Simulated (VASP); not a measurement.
# Co2Sn (P4_2/mmc) in VASP: relaxation of cell and atoms with PBE

Aim: the relaxation of cell and atoms of Co2Sn with PBE.

Everything below comes from runs of VASP 6.6.1. Logs are shortened: lines on timing, memory, paths and dates and some standing lists are left out, and cuts for length are marked.

### 1 The cell of the first run

It takes space group P4_2/mmc (No. 131, tetragonal). The conventional cell has a = 4.291 Å, b = 4.291 Å, c = 5.146 Å, α = 90.00°, β = 90.00°, γ = 90.00°. Within 2.8 Å of Co (site symmetry mmm) lie 2 Co at 2.15 Å and 2 Sn at 2.15 Å. Co (site symmetry mmm) has 4 Co at 2.15 to 2.57 Å within 2.8 Å. Sn (site symmetry mmm) has 2 Co at 2.15 Å and 2 Sn at 2.57 Å within 2.8 Å.

The cell was generated, and may not be a known phase.

### 2 Relaxation of cell and atoms, PBE, collinear spin, ferromagnetic start

File INCAR:

```
SYSTEM = Co2Sn
PREC     = Accurate       ! precision mode
ENCUT    = 600            ! plane-wave cutoff, eV
EDIFF    = 1E-7           ! SCF threshold, eV
ISMEAR   = 0              ! smearing method
SIGMA    = 0.1            ! smearing width, eV
LREAL    = .FALSE.        ! projectors in reciprocal space
LASPH    = .TRUE.         ! aspherical terms in the spheres
NELM     = 200            ! most SCF steps
ALGO     = Normal         ! electronic algorithm
ISIF     = 3              ! what is computed and relaxed
LWAVE    = .FALSE.        ! write WAVECAR
LCHARG   = .FALSE.        ! write CHGCAR
ISPIN    = 2              ! spin polarisation
MAGMOM   = 3 3 3 3 0 0    ! initial moments
LORBIT   = 11             ! projections on sites
LMAXMIX  = 4              ! l up to which the mixer works
GGA      = PE             ! functional
IBRION   = 2              ! ionic algorithm
NSW      = 90             ! ionic steps
EDIFFG   = -0.04          ! ionic threshold
GGA_COMPAT= .FALSE.      
NELMIN   = 4
```

File KPOINTS:

```
regular mesh
0
G
  4 4 4
  0 0 0
```

File POSCAR:

```
Co2Sn
1.0
    4.2913976200      0.0000000000      0.0000000000
    0.0000000000      4.2913976200      0.0000000000
    0.0000000000      0.0000000000      5.1461028900
Co Sn
4 2
Direct
    0.0000000000      0.5000000000      0.0000000000
    0.5000000000      0.0000000000      0.5000000000
    0.0000000000      0.0000000000      0.0000000000
    0.0000000000      0.0000000000      0.5000000000
    0.5000000000      0.5000000000      0.0000000000
    0.5000000000      0.5000000000      0.5000000000
```

Potentials or basis: VASP PAW PBE potentials, release 64 (Co, Sn_d).

Run with:

```console
cat potpaw_PBE.64/Co/POTCAR potpaw_PBE.64/Sn_d/POTCAR > POTCAR
mpirun -np 1 vasp_std > vasp.out
```

OUTCAR:

```text
SYSTEM = Co2Sn
   PREC = Accurate
   ENCUT = 600
   EDIFF = 1E-7
   ISMEAR = 0
   LREAL = .FALSE.
   LASPH = .TRUE.
   NELM = 200
   ISIF = 3
   ISPIN = 2
   LORBIT = 11
   GGA = PE
   IBRION = 2
   NSW = 90
   EDIFFG = -0.04
   NELMIN = 4

 ion  position               nearest neighbor table
   1  0.000  0.500  0.000-   3 2.15   5 2.15   3 2.15   5 2.15   6 3.35   6 3.35   6 3.35   6 3.35

   2  0.500  0.000  0.500-   4 2.15   6 2.15   6 2.15   4 2.15   5 3.35   5 3.35   5 3.35   5 3.35

   3  0.000  0.000  0.000-   1 2.15   1 2.15   4 2.57   4 2.57   5 3.03   5 3.03   5 3.03   5 3.03

   4  0.000  0.000  0.500-   2 2.15   2 2.15   3 2.57   3 2.57   6 3.03   6 3.03   6 3.03   6 3.03

   5  0.500  0.500  0.000-   1 2.15   1 2.15   6 2.57   6 2.57   3 3.03   3 3.03   3 3.03   3 3.03
                             2 3.35   2 3.35   2 3.35   2 3.35
   6  0.500  0.500  0.500-   2 2.15   2 2.15   5 2.57   5 2.57   4 3.03   4 3.03   4 3.03   4 3.03
                             1 3.35   1 3.35   1 3.35   1 3.35

  LATTYP: Found a simple tetragonal cell.
 ALAT       =     4.2913976200
 C/A-ratio  =     1.1991671119

  Lattice vectors:

 A1 = (   4.2913976200,   0.0000000000,   0.0000000000)
 A2 = (   0.0000000000,   4.2913976200,   0.0000000000)
 A3 = (   0.0000000000,   0.0000000000,   5.1461028900)

Analysis of symmetry for initial positions (statically):
=====================================================================
 Subroutine PRICEL returns:
 Original cell was already a primitive cell.

 Routine SETGRP: Setting up the symmetry group for a
 simple tetragonal supercell.

 Subroutine GETGRP returns: Found 16 space group operations
 (whereof  8 operations were pure point group operations)
 out of a pool of 16 trial point group operations.

The static configuration has the point symmetry D_2h.
 The point group associated with its full space group is D_4h.

Analysis of symmetry for dynamics (positions and initial velocities):
=====================================================================
 Subroutine PRICEL returns:
 Original cell was already a primitive cell.

 Routine SETGRP: Setting up the symmetry group for a
 simple tetragonal supercell.

 Subroutine GETGRP returns: Found 16 space group operations
 (whereof  8 operations were pure point group operations)
 out of a pool of 16 trial point group operations.

The dynamic configuration has the point symmetry D_2h.
 The point group associated with its full space group is D_4h.

Analysis of structural, dynamic, and magnetic symmetry:
=====================================================================
 Subroutine PRICEL returns:
 Original cell was already a primitive cell.

 Routine SETGRP: Setting up the symmetry group for a
 simple tetragonal supercell.

 Subroutine GETGRP returns: Found 16 space group operations
 (whereof  8 operations were pure point group operations)
 out of a pool of 16 trial point group operations.

The overall configuration has the point symmetry D_2h.
 The point group associated with its full space group is D_4h.

 Subroutine INISYM returns: Found 16 space group operations
 (whereof  8 operations are pure point group operations),
 and found     1 'primitive' translations

----------------------------------------------------------------------------------------

                                     Primitive cell

  volume of cell :      94.7711

  direct lattice vectors                    reciprocal lattice vectors
     4.291397620  0.000000000  0.000000000     0.233024317  0.000000000  0.000000000
     0.000000000  4.291397620  0.000000000     0.000000000  0.233024317  0.000000000
     0.000000000  0.000000000  5.146102890     0.000000000  0.000000000  0.194321805

  length of vectors
     4.291397620  4.291397620  5.146102890     0.233024317  0.233024317  0.194321805

  position of ions in fractional coordinates (direct lattice)
     0.000000000  0.500000000  0.000000000
     0.500000000  0.000000000  0.500000000
     0.000000000  0.000000000  0.000000000
     0.000000000  0.000000000  0.500000000
     0.500000000  0.500000000  0.000000000
     0.500000000  0.500000000  0.500000000
[... 33 lines left out ...]

 Found     18 irreducible k-points:

 Following reciprocal coordinates:
            Coordinates               Weight
  0.000000  0.000000  0.000000      1.000000
  0.250000  0.000000  0.000000      4.000000
  0.500000  0.000000  0.000000      2.000000
  0.250000  0.250000  0.000000      4.000000
  0.500000  0.250000  0.000000      4.000000
  0.500000  0.500000  0.000000      1.000000
[... 10 lines left out ...]
  0.500000  0.250000  0.500000      4.000000
  0.500000  0.500000  0.500000      1.000000
   k-points           NKPTS =     18   k-points in BZ     NKDIM =     18   number of bands    NBANDS=     44
   number of dos      NEDOS =    301   number of ions     NIONS =      6
   total plane-waves  NPLWV =  54432
   dimension x,y,z NGX =    36 NGY =   36 NGZ =   42
   dimension x,y,z NGXF=    72 NGYF=   72 NGZF=   84
   ions per type =               4   2
   NGX,Y,Z   is equivalent  to a cutoff of  13.95, 13.95, 13.57 a.u.
   NGXF,Y,Z  is equivalent  to a cutoff of  27.89, 27.89, 27.14 a.u.
 SYSTEM =  Co2Sn
   PREC   = accura    normal or accurate (medium, high low for compatibility)
   ISTART =      0    job   : 0-new  1-cont  2-samecut
   ICHARG =      2    charge: 1-file 2-atom 10-const
   ISPIN  =      2    spin polarized calculation?
   LNONCOLLINEAR =      F non collinear calculations
   LSORBIT =      F    spin-orbit coupling
   LASPH  =      T    aspherical Exc in radial PAW
   ENCUT  =  600.0 eV  44.10 Ry    6.64 a.u.   8.57  8.57 10.28*2*pi/ulx,y,z
   NELM   =    200;   NELMIN=  4; NELMDL= -5     # of ELM steps
   EDIFF  = 0.1E-06   stopping-criterion for ELM
   LREAL  =      F    real-space projection
   EDIFFG = -.4E-01   stopping-criterion for IOM
   NSW    =     90    number of steps for IOM
   IBRION =      2    ionic relax: 0-MD 1-quasi-New 2-CG
   NFREE  =      1    steps in history (QN), initial steepest desc. (CG)
   ISIF   =      3    stress and relaxation
   ISYM   =      2    0-nonsym 1-usesym 2-fastsym
   POTIM  = 0.5000    time-step for ionic-motion
   TEBEG  =    0.0;   TEEND  =   0.0 temperature during run
   PSTRESS=    0.0 pullay stress
   NELECT =      64.0000    total number of electrons
   NUPDOWN=      -1.0000    fix difference up-down
   EMIN   =  10.00;   EMAX   =-10.00  energy-range for DOS
   EFERMI =   0.00;   METHOD = LEGACY
   ISMEAR =     0;   SIGMA  =   0.10  broadening in eV -4-tet -1-fermi 0-gaus
   EFERMI_NEDOS =   21; number of points for ismear=-14 and -15
   IALGO  =     38    algorithm
   IMIX   =      4    mixing-type and parameters
     AMIX     =   0.40;   BMIX     =  1.00
     AMIX_MAG =   1.60;   BMIX_MAG =  1.00
  volume/ion in A,a.u.               =      15.80       106.59
  Fermi-wavevector in a.u.,A,eV,Ry     =   1.436292  2.714199 28.067942  2.062936
  Thomas-Fermi vector in A             =   2.555497
   LORBIT       =     11    0 simple, 1 ext, 2 COOP (PROOUT), +10 PAW based schemes
   GGA     = PE    functional components
   LHFCALC =     F    Hartree Fock is set to
   AEXX    =    0.0000 exact exchange contribution
   IVDW    =     0    specifies the selected vdW correction
   LEPSILON=     F    determine dielectric tensor
   LRPA    =     F    only Hartree local field effects (RPA)
 conjugate gradient relaxation of ions
 spin polarized calculation
 Gauss-broadening in eV      SIGMA  =   0.10
  energy-cutoff  :      600.00
  volume of cell :       94.77
 maximum number of plane-waves:      3188
 NGX is ok and might be reduce to    36
   NGX = 17   NGY = 17   NGZ = 21

--------------------------------------- Ionic step        1  -------------------------------------------

 number of electron      64.0000000 magnetization      12.0000000

 number of electron      64.0000006 magnetization       5.7853190

 Free energy of the ion-electron system (eV)
  ---------------------------------------------------
  ext. energy  EPLUGINS =         0.00000000
  ---------------------------------------------------
  free energy    TOTEN  =       -26.58752166 eV

  energy without entropy =      -26.54767650  energy(sigma->0) =      -26.56759908

------------------------ aborting loop because EDIFF is reached ----------------------------------------

  FORCE on cell =-STRESS in cart. coord.  units (eV):
  Direction    XX          YY          ZZ          XY          YZ          ZX
  --------------------------------------------------------------------------------------
  -------------------------------------------------------------------------------------
  Total       26.9017117     26.9017117     10.1858639      0.0000000      0.0000000      0.0000000
  in kB      454.7937831    454.7937831    172.1997339      0.0000000      0.0000000      0.0000000
  external PRESSURE =     360.5957667 kB  Pullay stress =       0.0000000 kB
[... 29 lines left out ...]
 number of electron      64.0000028 magnetization       0.4596316

 number of electron      64.0000042 magnetization      -7.3948053

 E-fermi :   4.3383     XC(G=0):  -9.4885

 val. band max:        4.3219106993   @ k =   0.2500   0.2500   0.2500
 cond. band min:       4.3402314555   @ k =   0.2500   0.0000   0.5000
 fundamental gap:      0.0183207562
 Fermi energy:         4.3383147721

 spin component 1

 k-point     1 :       0.0000    0.0000    0.0000
  band No.  band energies     occupation
      1     -17.5013      1.00000
      2     -17.1822      1.00000
      3     -17.1822      1.00000
      4     -17.0347      1.00000
      5     -16.9752      1.00000
      6     -16.9732      1.00000
[... 1963 lines left out ...]
--------------------------------------- Ionic step        9  -------------------------------------------

 number of electron      63.9999955 magnetization      -6.4671008

 Free energy of the ion-electron system (eV)
  ---------------------------------------------------
  ext. energy  EPLUGINS =         0.00000000
  ---------------------------------------------------
  free energy    TOTEN  =       -29.18017509 eV

  energy without entropy =      -29.12976121  energy(sigma->0) =      -29.15496815

 E-fermi :   6.3089     XC(G=0): -10.4638

 val. band max:        6.3057027695   @ k =   0.5000   0.2500   0.0000
 cond. band min:       6.3161766286   @ k =   0.0000   0.0000   0.2500
 fundamental gap:      0.0104738592
 Fermi energy:         6.3088537490

 spin component 1

 k-point     1 :       0.0000    0.0000    0.0000
  band No.  band energies     occupation
      1     -15.6861      1.00000
      2     -15.2925      1.00000
      3     -15.2925      1.00000
      4     -15.1404      1.00000
      5     -15.0982      1.00000
      6     -15.0440      1.00000
[... 1717 lines left out ...]
  FREE ENERGIE OF THE ION-ELECTRON SYSTEM (eV)
  ---------------------------------------------------
  free  energy   TOTEN  =       -29.1801750936 eV

  energy  without entropy=      -29.1297612096  energy(sigma->0) =      -29.15496815

 reached required accuracy - stopping structural energy minimisation

 total charge

# of ion       s       p       d       tot
------------------------------------------
    1        0.455   0.359   7.382   8.197
    2        0.455   0.359   7.382   8.197
    3        0.415   0.234   7.159   7.808
    4        0.415   0.234   7.159   7.808
    5        1.230   1.181  10.022  12.433
    6        1.230   1.181  10.022  12.433
--------------------------------------------------
tot          4.199   3.550  49.127  56.876

 magnetization (x)

# of ion       s       p       d       tot
------------------------------------------
    1       -0.008   0.004  -1.315  -1.319
    2       -0.008   0.004  -1.315  -1.319
    3       -0.009   0.009  -2.022  -2.022
    4       -0.009   0.009  -2.022  -2.022
    5        0.004   0.019   0.007   0.030
    6        0.004   0.019   0.007   0.030
--------------------------------------------------
tot         -0.027   0.065  -6.660  -6.622
```

Run time: 16 min. Hardware: 1 thread of AMD EPYC 9R45 (Zen 5), shared host; peak memory 0.32 GiB.

What came out:

* Free energy: -29.1802 eV
* Relaxed volume: 20.45 Å³/atom
* Relaxed cell: a = 4.734 Å, b = 4.734 Å, c = 5.475 Å, α = 90.00°, β = 90.00°, γ = 90.00°
* Space group after relaxing (to 0.1 Å): P4_2/mmc (No. 131)
* Energy gained by relaxing: 432.1 meV/atom
* Ionic steps: 9
* Pressure after relaxing: -0.1 GPa
* Net moment: -6.47 μB per cell
* Site moments: Co -1.32, -2.02 (each value once); Sn +0.03 μB
* Valence electrons inside the program's atomic spheres: Co 8.20, 7.81 (each value once); Sn 12.43

The path:
```
step  energy change (eV)  largest force (eV/Å)  pressure (GPa)  volume (Å³)
   1              0.0000                0.0000           36.06        94.77
   2             -1.2091                0.0000           -9.39       151.69
   3             -2.5682                0.0000            0.06       121.29
   4             -2.5694                0.0000            0.43       120.72
   5             -2.5692                0.0000            0.81       120.16
   6             -2.5901                0.0000            0.41       121.44
   7             -2.5924                0.0000            0.26       122.11
   8             -2.5924                0.0000            0.27       122.05
   9             -2.5927                0.0000           -0.13       122.67
```

Final structure:
```xyz
6
Lattice="4.7337 0.0000 0.0000 0.0000 4.7337 0.0000 0.0000 0.0000 5.4746" Properties=species:S:1:pos:R:3 pbc="T T T"
Co    0.0000    2.3668    0.0000
Co    2.3668    0.0000    2.7373
Co    4.7337    0.0000    0.0000
Co    4.7337    0.0000    2.7373
Sn    2.3668    2.3668    0.0000
Sn    2.3668    2.3668    2.7373
```

Levels at points of the mesh, in eV from the Fermi level:
Spin up:
```tsv
k point	band 25	band 26	band 27	band 28	band 29	band 30	band 31	band 32	band 33	band 34
(0.00, 0.00, 0.00)	-0.65	-0.65	0.11	0.16	0.29	0.29	0.76	0.79	0.84	0.84
(0.50, 0.00, 0.00)	-0.76	-0.72	-0.38	-0.27	-0.05	0.23	0.25	0.40	0.76	0.83
(0.50, 0.50, 0.00)	-1.01	-0.64	-0.60	-0.39	-0.39	-0.38	-0.11	-0.09	0.28	0.38
(0.00, 0.00, 0.50)	-0.42	-0.42	-0.14	-0.14	-0.04	-0.04	0.68	0.68	0.77	0.77
(0.50, 0.00, 0.50)	-0.68	-0.67	-0.52	-0.40	-0.22	-0.12	0.25	0.34	0.76	0.82
(0.50, 0.50, 0.50)	-0.63	-0.63	-0.58	-0.58	-0.54	-0.54	-0.01	-0.01	0.39	0.39
```
Spin down:
```csv
k point,band 31,band 32,band 33,band 34,band 35,band 36,band 37,band 38,band 39,band 40
"(0.00, 0.00, 0.00)",-1.23,-1.23,-1.17,-1.13,-0.25,0.51,1.73,1.73,2.24,2.94
"(0.50, 0.00, 0.00)",-1.33,-1.23,-1.05,-0.91,-0.30,0.79,1.16,1.64,2.07,2.87
"(0.50, 0.50, 0.00)",-1.78,-1.65,-1.58,-1.58,-1.58,-0.28,1.65,1.65,2.72,3.06
"(0.00, 0.00, 0.50)",-1.24,-1.24,-0.74,-0.74,0.19,0.19,0.53,0.53,2.92,2.92
"(0.50, 0.00, 0.50)",-1.39,-1.35,-1.23,-1.12,0.15,2.04,2.15,2.72,2.95,3.10
"(0.50, 0.50, 0.50)",-1.64,-1.64,-1.32,-1.32,-0.96,-0.96,-0.32,-0.32,4.12,4.12
```

Caveat: the k points lie up to 0.33 Å⁻¹ apart in the final cell; the volume moved by over 15 % at a fixed basis, so the end points are rough; spin-orbit coupling is left out, which moves the levels of the heavy elements.
